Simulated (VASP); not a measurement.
Here is a VASP 6.6.1 calculation.

The input INCAR:

```
SYSTEM = MgI2
PREC = Accurate
ENCUT = 520
EDIFF = 1E-6
ISMEAR = 0
SIGMA = 0.05
LREAL = .False.
LASPH = .True.
NELM = 100
ALGO = Normal
ISIF = 2
LWAVE = .False.
LCHARG = .True.
GGA = PE
LELF = .True.
LVHAR = .True.
NBANDS = 15
```

The input KPOINTS:

```
regular mesh
0
Gamma
  6 6 4
  0 0 0
```

POSCAR

```
MgI2
1.0
    4.2160056232      0.0000000000      0.0000000000
   -2.1080028116      3.6511679722      0.0000000000
    0.0000000000      0.0000000000      6.8620000000
Mg I
1 2
Direct
    0.0000000000      0.0000000000      0.0000000000
    0.3333333333      0.6666666667      0.7576300000
    0.6666666667      0.3333333333      0.2423700000
```

Potentials or basis: VASP PAW PBE potentials, release 64 (Mg, I).

The run is started by

```console
$ cat potpaw_PBE.64/Mg/POTCAR potpaw_PBE.64/I/POTCAR > POTCAR
$ mpirun -np 1 vasp_std > vasp.out
```

Q: Predict the pressure.

A: 0.3 GPa.

Q: Predict the largest force.

A: 0.073 eV/Å.

Q: What does it give for the band gap on the k mesh?

A: 3.42 eV (least direct gap 3.47 eV).

Forces in eV/Å, atoms in the order of the input:
```
Mg   0.000  0.000  0.000
I    0.000  0.000  0.073
I    0.000  0.000 -0.073
```

Caveat: the cell differs from its parent crystal (strain +0.015 along x and y, +0.000 along z); spin-orbit coupling is left out, which moves the levels of the heavy elements; this functional lacks dispersion, which binds the layers, so the pressure and a relaxed spacing across them are unreliable. A k mesh can miss the band edges.
